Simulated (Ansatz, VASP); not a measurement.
**Two plane-wave programs on Al3C2**

INCAR

```
PREC = Accurate ; ENCUT = 600
EDIFF = 1E-6 ; ISMEAR = 0
SIGMA = 0.1 ; LREAL = False
LASPH = True ; NELM = 100
ALGO = Normal ; ISIF = 3
LWAVE = False ; LCHARG = False
GGA = PE ; IBRION = 2
NSW = 100 ; EDIFFG = -0.01
```

The input KPOINTS:

```
Automatic mesh
0
Gamma
  12 12 4
```

File POSCAR:

```
Al3C2
1.0
    3.0310211254      0.0000000000      0.0000000000
   -1.5155105627      2.6249412940      0.0000000000
    0.0000000000      0.0000000000     14.6881884543
Al C
6 4
Direct
    0.3333333333      0.6666666667      0.9176779043
    0.6666666667      0.3333333333      0.4176779043
    0.3333333333      0.6666666667      0.5823220957
    0.6666666667      0.3333333333      0.0823220957
    0.3333333333      0.6666666667      0.7500000000
    0.6666666667      0.3333333333      0.2500000000
    0.3333333333      0.6666666667      0.1584725869
    0.6666666667      0.3333333333      0.6584725869
    0.3333333333      0.6666666667      0.3415274131
    0.6666666667      0.3333333333      0.8415274131
```

Input for Ansatz:

```yaml
crystal:
  lattice:
    - [3.0310211254, 0.0, 0.0]
    - [-1.5155105627, 2.624941294, 0.0]
    - [0.0, 0.0, 14.6881884543]
  atoms:
    - { symbol: Al, position: [0.3333333333, 0.6666666667, 0.9176779043] }
    - { symbol: Al, position: [0.6666666667, 0.3333333333, 0.4176779043] }
    - { symbol: Al, position: [0.3333333333, 0.6666666667, 0.5823220957] }
    - { symbol: Al, position: [0.6666666667, 0.3333333333, 0.0823220957] }
    - { symbol: Al, position: [0.3333333333, 0.6666666667, 0.75] }
    - { symbol: Al, position: [0.6666666667, 0.3333333333, 0.25] }
    - { symbol: C, position: [0.3333333333, 0.6666666667, 0.1584725869] }
    - { symbol: C, position: [0.6666666667, 0.3333333333, 0.6584725869] }
    - { symbol: C, position: [0.3333333333, 0.6666666667, 0.3415274131] }
    - { symbol: C, position: [0.6666666667, 0.3333333333, 0.8415274131] }
basis:
  ecutwfc: 420
kpoints:
  mp_grid: { grid: [12, 12, 4] }
hamiltonian:
  xc: pbe
scf:
  occupations: { method: gaussian, width: 0.1 }
output:
  forces: true
  stress: true
  eigenvalues: true
relax:
  adjacent_minimum: "off"
  f_tol: 0.01
  max_steps: 80
  cell: { stress_tol: 0.05 }
```

Change from the starting cell: species swapped into the B3Ru2 type (P6_3/mmc, No. 194).

Alike in both runs: task relaxation of cell and atoms; functional PBE; k mesh 12 × 12 × 4; occupations gaussian, width 0.1 eV; no spin polarisation.

|  | VASP | Ansatz |
| --- | --- | --- |
| version | VASP 6.6.1 | Ansatz 0.2.0 |
| potentials or method | VASP PAW PBE potentials, release 64 (Al, C), cutoff 600 eV | scalar-relativistic, plane waves, PAW |
| valence electrons in the cell | 34 | 34 |

Ansatz gave:

```
gap on the k mesh at the Fermi level, each at its own relaxed structure (eV) : none
relaxed volume (Å³/atom)                                                     : 11.74
relaxed cell length with the largest relative difference (Å)                 : 14.463
```

Task: Which values does VASP return?

Result: gap on the k mesh at the Fermi level, each at its own relaxed structure (eV): none; relaxed volume (Å³/atom): 11.72; relaxed cell length with the largest relative difference (Å): 14.447.

A gap of «none» marks a metal or a gap that the smearing closes.
